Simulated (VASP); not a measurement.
# Pb (Fddd) in VASP: single point with LDA

Aim: the single point of Pb with LDA.

Program: VASP 6.6.1. These are calculated values, not measurements. Logs are shortened: lines on timing, memory, paths and dates and some standing lists are left out, and cuts for length are marked.

## Step 1: The cell of the first run

The structure is orthorhombic, space group Fddd (No. 70). The conventional cell has a = 6.809 Å, b = 6.878 Å, c = 6.947 Å, α = 90.00°, β = 90.00°, γ = 90.00°. Within 3.9 Å of Pb (site symmetry 222) lie 4 Pb at 2.98 Å.

## Step 2: Single point, LDA (strain +0.0100 x Voigt [1, -1, 0, 0, 0, 0])

The input, INCAR:

```
  ALGO = Fast
  EDIFF = 1E-6
  ENCUT = 520
  ISIF = 2
  ISMEAR = 0
  LASPH = True
  LCHARG = False
  LREAL = False
  LWAVE = False
  NBANDS = 21
  NELM = 100
  PREC = Accurate
  SIGMA = 0.15
```

The input, KPOINTS:

```
k-points
0
Gamma
  12 12 12
```

The input, POSCAR:

```
Pb
1.0
    0.0000000000      3.4046100549      3.4390000555
    3.4733900561      0.0000000000      3.4390000555
    3.4733900561      3.4046100549      0.0000000000
Pb
2
Direct
    0.5000000000      0.5000000000      0.5000000000
    0.7500000000      0.7500000000      0.7500000000
```

Potentials or basis: VASP PAW LDA potentials, release 64 (Pb_d).

Launch:

```bash
$ cat potpaw_LDA.64/Pb_d/POTCAR > POTCAR
$ mpirun -np 1 vasp_std > vasp.out
```

OUTCAR:

```text
EDIFF = 1E-6
   ENCUT = 520
   ISIF = 2
   ISMEAR = 0
   LASPH = True
   LREAL = False
   NELM = 100
   PREC = Accurate

 ion  position               nearest neighbor table
   1  0.500  0.500  0.500-   2 2.98   2 2.98   2 2.98   2 2.98
   2  0.750  0.750  0.750-   1 2.98   1 2.98   1 2.98   1 2.98

  LATTYP: Found a face centered orthorhombic cell.
 ALAT       =     6.8092201098
 B/A-ratio  =     1.0101010101
 C/A-ratio  =     1.0202020202

  Lattice vectors:

 A1 = (  -3.4733900561,   0.0000000000,  -3.4390000555)
 A2 = (  -3.4733900561,   3.4046100549,   0.0000000000)
 A3 = (   0.0000000000,   3.4046100549,  -3.4390000555)

Analysis of symmetry for initial positions (statically):
=====================================================================
 Subroutine PRICEL returns:
 Original cell was already a primitive cell.

 Routine SETGRP: Setting up the symmetry group for a
 face centered orthorhombic supercell.

 Subroutine GETGRP returns: Found  8 space group operations
 (whereof  4 operations were pure point group operations)
 out of a pool of  8 trial point group operations.

The static configuration has the point symmetry D_2 .
 The point group associated with its full space group is D_2h.

Analysis of symmetry for dynamics (positions and initial velocities):
=====================================================================
 Subroutine PRICEL returns:
 Original cell was already a primitive cell.

 Routine SETGRP: Setting up the symmetry group for a
 face centered orthorhombic supercell.

 Subroutine GETGRP returns: Found  8 space group operations
 (whereof  4 operations were pure point group operations)
 out of a pool of  8 trial point group operations.

The dynamic configuration has the point symmetry D_2 .
 The point group associated with its full space group is D_2h.

 Subroutine INISYM returns: Found  8 space group operations
 (whereof  4 operations are pure point group operations),
 and found     1 'primitive' translations

----------------------------------------------------------------------------------------

                                     Primitive cell

  volume of cell :      81.3361

[... 80 lines left out ...]
   ISTART =      0    job   : 0-new  1-cont  2-samecut
   ICHARG =      2    charge: 1-file 2-atom 10-const
   ISPIN  =      1    spin polarized calculation?
   LNONCOLLINEAR =      F non collinear calculations
   LSORBIT =      F    spin-orbit coupling
   LASPH  =      T    aspherical Exc in radial PAW
   ENCUT  =  520.0 eV  38.22 Ry    6.18 a.u.   9.00  9.09  9.04*2*pi/ulx,y,z
   NELM   =    100;   NELMIN=  2; NELMDL= -5     # of ELM steps
   EDIFF  = 0.1E-05   stopping-criterion for ELM
   LREAL  =      F    real-space projection
   EDIFFG = 0.1E-04   stopping-criterion for IOM
   NSW    =      0    number of steps for IOM
   IBRION =     -1    ionic relax: 0-MD 1-quasi-New 2-CG
   NFREE  =      0    steps in history (QN), initial steepest desc. (CG)
   ISIF   =      2    stress and relaxation
   ISYM   =      2    0-nonsym 1-usesym 2-fastsym
   POTIM  = 0.5000    time-step for ionic-motion
   TEBEG  =    0.0;   TEEND  =   0.0 temperature during run
   PSTRESS=    0.0 pullay stress
   NELECT =      28.0000    total number of electrons
   NUPDOWN=      -1.0000    fix difference up-down
   EMIN   =  10.00;   EMAX   =-10.00  energy-range for DOS
   EFERMI =   0.00;   METHOD = LEGACY
   ISMEAR =     0;   SIGMA  =   0.15  broadening in eV -4-tet -1-fermi 0-gaus
   EFERMI_NEDOS =   21; number of points for ismear=-14 and -15
   IALGO  =     68    algorithm
   IMIX   =      4    mixing-type and parameters
     AMIX     =   0.40;   BMIX     =  1.00
     AMIX_MAG =   1.60;   BMIX_MAG =  1.00
  volume/ion in A,a.u.               =      40.67       274.44
  Fermi-wavevector in a.u.,A,eV,Ry     =   1.147360  2.168197 17.911193  1.316436
  Thomas-Fermi vector in A             =   2.284040
   LORBIT       =      0    0 simple, 1 ext, 2 COOP (PROOUT), +10 PAW based schemes
   GGA     = CA    functional components
   LHFCALC =     F    Hartree Fock is set to
   AEXX    =    0.0000 exact exchange contribution
   IVDW    =     0    specifies the selected vdW correction
   LEPSILON=     F    determine dielectric tensor
   LRPA    =     F    only Hartree local field effects (RPA)
 non-spin polarized calculation
 RMM-DIIS sequential band-by-band and
 Gauss-broadening in eV      SIGMA  =   0.15
  energy-cutoff  :      520.00
  volume of cell :       81.34
 maximum number of plane-waves:      2210
   NGX = 17   NGY = 19   NGZ = 19

 number of electron      27.9999998 magnetization

 Free energy of the ion-electron system (eV)
  ---------------------------------------------------
  ext. energy  EPLUGINS =         0.00000000
  ---------------------------------------------------
  free energy    TOTEN  =        -7.88647770 eV

  energy without entropy =       -7.87933407  energy(sigma->0) =       -7.88290588

 E-fermi :   4.0164     XC(G=0):  -8.7646

 val. band max:        4.0126319708   @ k =  -0.4167   0.0833   0.0000
 cond. band min:       4.0242049292   @ k =  -0.1667   0.0000   0.0833
 fundamental gap:      0.0115729584
 Fermi energy:         4.0164197618

 k-point     1 :       0.0000    0.0000    0.0000
  band No.  band energies     occupation
      1     -13.1109      2.00000
      2     -13.1047      2.00000
      3     -13.0989      2.00000
      4     -13.0274      2.00000
      5     -13.0222      2.00000
      6     -12.6006      2.00000
[... 565 lines left out ...]
     20      11.4132      0.00000
     21      11.8954      0.00000

 [... further k-points ...]

------------------------ aborting loop because EDIFF is reached ----------------------------------------

  FORCE on cell =-STRESS in cart. coord.  units (eV):
  Direction    XX          YY          ZZ          XY          YZ          ZX
  --------------------------------------------------------------------------------------
  -------------------------------------------------------------------------------------
  Total       -0.4267297     -0.2981723     -0.3617038      0.0000000      0.0000000      0.0000000
  in kB       -8.4058253     -5.8734700     -7.1249292      0.0000000      0.0000000      0.0000000
  external PRESSURE =      -7.1347415 kB  Pullay stress =       0.0000000 kB

 VOLUME and BASIS-vectors are now :
 -----------------------------------------------------------------------------
  energy-cutoff  :      520.00
  volume of cell :       81.34
      direct lattice vectors                 reciprocal lattice vectors
     0.000000000  3.404610055  3.439000056    -0.143951584  0.146859697  0.145391100
     3.473390056  0.000000000  3.439000056     0.143951584 -0.146859697  0.145391100
     3.473390056  3.404610055  0.000000000     0.143951584  0.146859697 -0.145391100

 POSITION                                       TOTAL-FORCE (eV/Angst)
 -----------------------------------------------------------------------------------
      3.47339      3.40461      3.43900         0.000000      0.000000      0.000000
      5.21009      5.10692      5.15850        -0.000000     -0.000000      0.000000
 -----------------------------------------------------------------------------------
    total drift:                                0.000000      0.000000      0.000000

  FREE ENERGIE OF THE ION-ELECTRON SYSTEM (eV)
  ---------------------------------------------------
  free  energy   TOTEN  =        -7.8864776961 eV

  energy  without entropy=       -7.8793340657  energy(sigma->0) =       -7.88290588
```

stdout:

```text
POSCAR found type information on POSCAR Pb
 POSCAR found :  1 types and       2 ions
 scaLAPACK will be used
 LDA part: xc-table for (Slater(with rela. corr.)+CA(PZ))
 , standard interpolation
 POSCAR, INCAR and KPOINTS ok, starting setup
 FFT: planning ... GRIDC
 FFT: planning ... GRID_SOFT
 FFT: planning ... GRID
 WAVECAR not read
 entering main loop
```

Run time: 3.9 min. Hardware: 1 thread of Intel Xeon Platinum 8488C (Sapphire Rapids), shared host; peak memory 0.45 GiB.

What came out:

| Property | Result |
| --- | --- |
| Free energy | -7.8865 eV |
| Pressure | -0.7 GPa |
| Band gap on the k mesh | zero (bands 14 and 15 overlap by 1.10 eV) |

Caveat: the cell differs from its parent crystal (strain +0.0100 x Voigt [1, -1, 0, 0, 0, 0]); spin-orbit coupling is left out, which moves the levels of the heavy elements.
